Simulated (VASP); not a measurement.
# ScGa3N2 (P-4m2) in VASP: further runs

Runs on ScGa3N2. Level: PBE. Tasks: single point, relaxation of cell and atoms.

Everything below comes from runs of VASP 6.6.1. Logs are shortened: lines on timing, memory, paths and dates and some standing lists are left out, and cuts for length are marked.

### 1 The cell of the first run

The structure is tetragonal, space group P-4m2 (No. 115). The conventional cell has a = 4.062 Å, b = 4.062 Å, c = 5.707 Å, α = 90.00°, β = 90.00°, γ = 90.00°. Within 2.9 Å of Sc (site symmetry -4m2) lie 4 N at 2.13 Å and 4 Ga at 2.87 Å. Within 2.7 Å of Ga (site symmetry 2mm) lie 1 N at 2.07 Å. Within 2.9 Å of Ga (site symmetry -4m2) lie 4 N at 2.13 Å and 4 Sc at 2.87 Å. N (site symmetry 2mm) has 3 Ga at 2.07 to 2.13 Å and 2 Sc at 2.13 Å within 2.7 Å.

The cell was built from a structure type or drawn by symmetry, and may not be a known phase.

### 2 Single point, PBE

The input, INCAR:

```
SYSTEM = ScGa3N2
PREC = Accurate
ENCUT = 520
EDIFF = 1E-6
ISMEAR = 0
SIGMA = 0.1
LREAL = .False.
LASPH = .True.
NELM = 80
ALGO = Normal
ISIF = 2
LWAVE = .False.
LCHARG = .False.
GGA = PE
NBANDS = 39
```

The input, KPOINTS:

```
Automatic mesh
0
Gamma
  6 6 4
  0 0 0
```

The input, POSCAR:

```
ScGa3N2
1.0
    4.0615755967      0.0000000000      0.0000000000
    0.0000000000      4.0615755967      0.0000000000
    0.0000000000      0.0000000000      5.7068829324
Sc Ga N
1 3 2
Direct
    0.0000000000      0.0000000000      0.0000000000
    0.5000000000      0.0000000000      0.4728009097
    0.0000000000      0.5000000000      0.5271990903
    0.5000000000      0.5000000000      0.0000000000
    0.5000000000      0.0000000000      0.1104470603
    0.0000000000      0.5000000000      0.8895529397
```

Potentials or basis: VASP PAW PBE potentials, release 64 (Sc_sv, Ga_d, N).

Started as:

```
$ cat potpaw_PBE.64/Sc_sv/POTCAR potpaw_PBE.64/Ga_d/POTCAR potpaw_PBE.64/N/POTCAR > POTCAR
$ mpirun -np 1 vasp_std > vasp.out
```

OUTCAR:

```text
SYSTEM = ScGa3N2
   PREC = Accurate
   ENCUT = 520
   EDIFF = 1E-6
   ISMEAR = 0
   LREAL = .False.
   LASPH = .True.
   NELM = 80
   ISIF = 2
   GGA = PE

 ion  position               nearest neighbor table
   1  0.000  0.000  0.000-   5 2.13   6 2.13   6 2.13   5 2.13   4 2.87   4 2.87   4 2.87   4 2.87

   2  0.500  0.000  0.473-   5 2.07   3 2.89   3 2.89   3 2.89   3 2.89
   3  0.000  0.500  0.527-   6 2.07   2 2.89   2 2.89   2 2.89   2 2.89
   4  0.500  0.500  0.000-   5 2.13   6 2.13   5 2.13   6 2.13   1 2.87   1 2.87   1 2.87   1 2.87

   5  0.500  0.000  0.110-   2 2.07   1 2.13   4 2.13   4 2.13   1 2.13
   6  0.000  0.500  0.890-   3 2.07   1 2.13   4 2.13   1 2.13   4 2.13

  LATTYP: Found a simple tetragonal cell.
 ALAT       =     4.0615755967
 C/A-ratio  =     1.4050909054

  Lattice vectors:

 A1 = (   4.0615755967,   0.0000000000,   0.0000000000)
 A2 = (   0.0000000000,   4.0615755967,   0.0000000000)
 A3 = (   0.0000000000,   0.0000000000,   5.7068829324)

Analysis of symmetry for initial positions (statically):
=====================================================================
 Subroutine PRICEL returns:
 Original cell was already a primitive cell.

 Routine SETGRP: Setting up the symmetry group for a
 simple tetragonal supercell.

 Subroutine GETGRP returns: Found  8 space group operations
 (whereof  8 operations were pure point group operations)
 out of a pool of 16 trial point group operations.

The static configuration has the point symmetry D_2d.

Analysis of symmetry for dynamics (positions and initial velocities):
=====================================================================
 Subroutine PRICEL returns:
 Original cell was already a primitive cell.

 Routine SETGRP: Setting up the symmetry group for a
 simple tetragonal supercell.

 Subroutine GETGRP returns: Found  8 space group operations
 (whereof  8 operations were pure point group operations)
 out of a pool of 16 trial point group operations.

The dynamic configuration has the point symmetry D_2d.

 Subroutine INISYM returns: Found  8 space group operations
 (whereof  8 operations are pure point group operations),
 and found     1 'primitive' translations

----------------------------------------------------------------------------------------

                                     Primitive cell

  volume of cell :      94.1430

  direct lattice vectors                    reciprocal lattice vectors
     4.061575597  0.000000000  0.000000000     0.246209870  0.000000000  0.000000000
     0.000000000  4.061575597  0.000000000     0.000000000  0.246209870  0.000000000
     0.000000000  0.000000000  5.706882932     0.000000000  0.000000000  0.175227004

  length of vectors
     4.061575597  4.061575597  5.706882932     0.246209870  0.246209870  0.175227004

  position of ions in fractional coordinates (direct lattice)
     0.000000000  0.000000000  0.000000000
     0.500000000  0.000000000  0.472800910
     0.000000000  0.500000000  0.527199090
     0.500000000  0.500000000  0.000000000
     0.500000000  0.000000000  0.110447060
     0.000000000  0.500000000  0.889552940

  ion indices of the primitive-cell ions
   primitive index   ion index
                 1           1
                 2           2
                 3           3
                 4           4
                 5           5
                 6           6

----------------------------------------------------------------------------------------

 KPOINTS: Automatic mesh

Automatic generation of k-mesh.
 Grid dimensions read from file:
 generate k-points for:    6    6    4

 Generating k-lattice:

  Cartesian coordinates                     Fractional coordinates (reciprocal lattice)
     0.041034978  0.000000000  0.000000000     0.166666667  0.000000000  0.000000000
     0.000000000  0.041034978  0.000000000     0.000000000  0.166666667  0.000000000
     0.000000000  0.000000000  0.043806751     0.000000000  0.000000000  0.250000000

  Length of vectors
     0.041034978  0.041034978  0.043806751

  Shift w.r.t. Gamma in fractional coordinates (k-lattice)
     0.000000000  0.000000000  0.000000000

 Subroutine IBZKPT returns following result:
 ===========================================

 Found     30 irreducible k-points:

 Following reciprocal coordinates:
            Coordinates               Weight
  0.000000  0.000000  0.000000      1.000000
  0.166667  0.000000  0.000000      4.000000
  0.333333  0.000000  0.000000      4.000000
  0.500000  0.000000  0.000000      2.000000
  0.166667  0.166667  0.000000      4.000000
  0.333333  0.166667  0.000000      8.000000
[... 16 lines left out ...]
  0.333333  0.000000  0.500000      4.000000
  0.500000  0.000000  0.500000      2.000000
 [... further k-points ...]
   k-points           NKPTS =     30   k-points in BZ     NKDIM =     30   number of bands    NBANDS=     39
   number of dos      NEDOS =    301   number of ions     NIONS =      6
   total plane-waves  NPLWV =  37800
   dimension x,y,z NGX =    30 NGY =   30 NGZ =   42
   dimension x,y,z NGXF=    60 NGYF=   60 NGZF=   84
   ions per type =               1   3   2
   NGX,Y,Z   is equivalent  to a cutoff of  12.28, 12.28, 12.23 a.u.
   NGXF,Y,Z  is equivalent  to a cutoff of  24.56, 24.56, 24.47 a.u.
 SYSTEM =  ScGa3N2
   PREC   = accura    normal or accurate (medium, high low for compatibility)
   ISTART =      0    job   : 0-new  1-cont  2-samecut
   ICHARG =      2    charge: 1-file 2-atom 10-const
   ISPIN  =      1    spin polarized calculation?
   LNONCOLLINEAR =      F non collinear calculations
   LSORBIT =      F    spin-orbit coupling
   LASPH  =      T    aspherical Exc in radial PAW
   ENCUT  =  520.0 eV  38.22 Ry    6.18 a.u.   7.55  7.55 10.61*2*pi/ulx,y,z
   NELM   =     80;   NELMIN=  2; NELMDL= -5     # of ELM steps
   EDIFF  = 0.1E-05   stopping-criterion for ELM
   LREAL  =      F    real-space projection
   EDIFFG = 0.1E-04   stopping-criterion for IOM
   NSW    =      0    number of steps for IOM
   IBRION =     -1    ionic relax: 0-MD 1-quasi-New 2-CG
   NFREE  =      0    steps in history (QN), initial steepest desc. (CG)
   ISIF   =      2    stress and relaxation
   ISYM   =      2    0-nonsym 1-usesym 2-fastsym
   POTIM  = 0.5000    time-step for ionic-motion
   TEBEG  =    0.0;   TEEND  =   0.0 temperature during run
   PSTRESS=    0.0 pullay stress
   NELECT =      60.0000    total number of electrons
   NUPDOWN=      -1.0000    fix difference up-down
   EMIN   =  10.00;   EMAX   =-10.00  energy-range for DOS
   EFERMI =   0.00;   METHOD = LEGACY
   ISMEAR =     0;   SIGMA  =   0.10  broadening in eV -4-tet -1-fermi 0-gaus
   EFERMI_NEDOS =   21; number of points for ismear=-14 and -15
   IALGO  =     38    algorithm
   IMIX   =      4    mixing-type and parameters
     AMIX     =   0.40;   BMIX     =  1.00
     AMIX_MAG =   1.60;   BMIX_MAG =  1.00
  volume/ion in A,a.u.               =      15.69       105.88
  Fermi-wavevector in a.u.,A,eV,Ry     =   1.408843  2.662327 27.005365  1.984838
  Thomas-Fermi vector in A             =   2.530959
   LORBIT       =      0    0 simple, 1 ext, 2 COOP (PROOUT), +10 PAW based schemes
   GGA     = PE    functional components
   LHFCALC =     F    Hartree Fock is set to
   AEXX    =    0.0000 exact exchange contribution
   IVDW    =     0    specifies the selected vdW correction
   LEPSILON=     F    determine dielectric tensor
   LRPA    =     F    only Hartree local field effects (RPA)
 non-spin polarized calculation
 Gauss-broadening in eV      SIGMA  =   0.10
  energy-cutoff  :      520.00
  volume of cell :       94.14
 maximum number of plane-waves:      2566
   NGX = 15   NGY = 15   NGZ = 21

 number of electron      60.0000053 magnetization

 Free energy of the ion-electron system (eV)
  ---------------------------------------------------
  ext. energy  EPLUGINS =         0.00000000
  ---------------------------------------------------
  free energy    TOTEN  =       -33.85221509 eV

  energy without entropy =      -33.84146459  energy(sigma->0) =      -33.84683984

 E-fermi :   5.4909     XC(G=0): -10.7667

 val. band max:        5.4735757765   @ k =   0.1667   0.0000   0.0000
 cond. band min:       5.4929194557   @ k =   0.5000   0.1667   0.2500
 fundamental gap:      0.0193436792
 Fermi energy:         5.4908671038

 k-point     1 :       0.0000    0.0000    0.0000
  band No.  band energies     occupation
      1     -44.4305      2.00000
      2     -23.1884      2.00000
      3     -23.1077      2.00000
      4     -23.1077      2.00000
      5     -11.0707      2.00000
      6     -11.0016      2.00000
[... 31 lines left out ...]
     38       9.8069      0.00000
     39      10.9727      0.00000

 k-point     2 :       0.1667    0.0000    0.0000
  band No.  band energies     occupation
      1     -44.4299      2.00000
      2     -23.1875      2.00000
      3     -23.1296      2.00000
      4     -23.1070      2.00000
      5     -10.9696      2.00000
      6     -10.9340      2.00000
[... 31 lines left out ...]
     38       9.9867      0.00000
     39      10.7492      0.00000

 k-point     3 :       0.3333    0.0000    0.0000
  band No.  band energies     occupation
      1     -44.4288      2.00000
      2     -23.1864      2.00000
      3     -23.1720      2.00000
      4     -23.1056      2.00000
      5     -10.8491      2.00000
      6     -10.7121      2.00000
[... 31 lines left out ...]
     38      10.3364      0.00000
     39      10.5433      0.00000

 k-point     4 :       0.5000    0.0000    0.0000
  band No.  band energies     occupation
      1     -44.4283      2.00000
      2     -23.1959      2.00000
      3     -23.1829      2.00000
      4     -23.1049      2.00000
      5     -10.7942      2.00000
      6     -10.6008      2.00000
[... 31 lines left out ...]
     38       9.5528      0.00000
     39      10.1505      0.00000
[... 754 lines left out ...]
     38       9.5520      0.00000
     39      10.5233      0.00000

 k-point    23 :       0.3333    0.0000    0.5000
  band No.  band energies     occupation
      1     -44.4288      2.00000
      2     -23.1868      2.00000
      3     -23.1720      2.00000
      4     -23.1056      2.00000
      5     -10.8380      2.00000
      6     -10.6951      2.00000
[... 31 lines left out ...]
     38       9.3339      0.00000
     39      10.4119      0.00000

 k-point    24 :       0.5000    0.0000    0.5000
  band No.  band energies     occupation
      1     -44.4282      2.00000
      2     -23.1957      2.00000
      3     -23.1833      2.00000
      4     -23.1049      2.00000
      5     -10.7821      2.00000
      6     -10.5968      2.00000
[... 31 lines left out ...]
     38       9.3148      0.00000
     39       9.3220      0.00000

 [... further k-points ...]

------------------------ aborting loop because EDIFF is reached ----------------------------------------

  FORCE on cell =-STRESS in cart. coord.  units (eV):
  Direction    XX          YY          ZZ          XY          YZ          ZX
  --------------------------------------------------------------------------------------
  -------------------------------------------------------------------------------------
  Total        0.2872064      0.2872064      0.0927822      0.0000000      0.0000000      0.0000000
  in kB        4.8878359      4.8878359      1.5790186      0.0000000      0.0000000      0.0000000
  external PRESSURE =       3.7848968 kB  Pullay stress =       0.0000000 kB

 VOLUME and BASIS-vectors are now :
 -----------------------------------------------------------------------------
  energy-cutoff  :      520.00
  volume of cell :       94.14
      direct lattice vectors                 reciprocal lattice vectors
     4.061575597  0.000000000  0.000000000     0.246209870  0.000000000  0.000000000
     0.000000000  4.061575597  0.000000000     0.000000000  0.246209870  0.000000000
     0.000000000  0.000000000  5.706882932     0.000000000  0.000000000  0.175227004

 POSITION                                       TOTAL-FORCE (eV/Angst)
 -----------------------------------------------------------------------------------
      0.00000      0.00000      0.00000        -0.000000     -0.000000      0.000000
      2.03079      0.00000      2.69822         0.000000     -0.000000      0.029131
      0.00000      2.03079      3.00866         0.000000     -0.000000     -0.029131
      2.03079      2.03079      0.00000         0.000000      0.000000      0.000000
      2.03079      0.00000      0.63031         0.000000     -0.000000      0.028549
      0.00000      2.03079      5.07657         0.000000     -0.000000     -0.028549
 -----------------------------------------------------------------------------------
    total drift:                                0.000000      0.000000     -0.000000

  FREE ENERGIE OF THE ION-ELECTRON SYSTEM (eV)
  ---------------------------------------------------
  free  energy   TOTEN  =       -33.8522150909 eV

  energy  without entropy=      -33.8414645932  energy(sigma->0) =      -33.84683984
```

It took 97 s on 1 thread of Intel Xeon Platinum 8375C at 2.90GHz (Ice Lake), shared host; peak memory 0.25 GiB.

What came out:

```
Free energy            : -33.8522 eV
Pressure               : 0.4 GPa
Largest force          : 0.029 eV/Å
Band gap on the k mesh : zero (bands 30 and 31 overlap by 2.65 eV)
```

Forces on the atoms (eV/Å):
```
Sc   0.000  0.000  0.000
Ga   0.000  0.000  0.029
Ga   0.000  0.000 -0.029
Ga   0.000  0.000  0.000
N    0.000  0.000  0.029
N    0.000  0.000 -0.029
```

Levels at points of the mesh, in eV from the Fermi level:
| k point | band 26 | band 27 | band 28 | band 29 | band 30 | band 31 | band 32 | band 33 | band 34 | band 35 |
| --- | --- | --- | --- | --- | --- | --- | --- | --- | --- | --- |
| (0.00, 0.00, 0.00) | -4.57 | -3.30 | -3.30 | -0.95 | -0.43 | 0.80 | 0.80 | 1.23 | 1.86 | 3.17 |
| (0.50, 0.00, 0.00) | -5.26 | -3.45 | -3.30 | -2.90 | 0.25 | 1.73 | 2.17 | 2.43 | 2.45 | 3.18 |
| (0.50, 0.50, 0.00) | -4.11 | -3.62 | -3.45 | -3.45 | -2.31 | -2.03 | 2.43 | 2.43 | 2.81 | 2.95 |
| (0.00, 0.00, 0.50) | -3.51 | -3.51 | -2.78 | -2.35 | 0.17 | 0.84 | 0.84 | 1.23 | 1.94 | 2.79 |
| (0.50, 0.00, 0.50) | -4.48 | -3.47 | -2.92 | -2.56 | 0.62 | 0.78 | 1.34 | 1.88 | 2.14 | 3.49 |
| (0.50, 0.50, 0.50) | -4.59 | -4.50 | -2.29 | -1.59 | -1.59 | -1.08 | 0.92 | 0.92 | 0.97 | 3.02 |

[end of part 1 of 2]
